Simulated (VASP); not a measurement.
Runs of VASP 6.6.1 on LiCl. The structure is that of space group Fm-3m (No. 225), or close to it. The cells are those of the table. 

| level | cell | k mesh | smearing | grid for exact exchange (PRECFOCK) | screening parameter | gap on the mesh (eV) |
| --- | --- | --- | --- | --- | --- | --- |
| PBE | a = 3.723 Å, angles 60.0°, 2 atoms | 6 × 6 × 6 | gaussian 0.01 eV | - | - | 5.92 |
| HSE06 | a = 3.470 Å, angles 60.0°, 2 atoms | 6 × 6 × 6 | gaussian 0.01 eV | Normal | 0.2079 1/Å | (a) |
| PBE | a = 3.618 Å, angles 61.9°, 2 atoms | 6 × 6 × 6 | gaussian 0.01 eV | - | - | 5.97 |
| PBE | a = 3.615 Å, angles 60.0°, 2 atoms | 8 × 8 × 8 | fermi-dirac 0.02 eV | - | - | (b) |
| PBE | a = 3.470 Å, angles 60.0°, 2 atoms | 8 × 8 × 8 | fermi-dirac 0.02 eV | - | - | 6.89 |

Alike in all rows: task single point; potentials or basis VASP PAW PBE potentials, release 64 (Li_sv, Cl); no spin polarisation; cutoff (eV) 520.

Q: Fill in the values left out.

A: (a) 8.26; (b) 6.40.

A k mesh can miss the band edges.
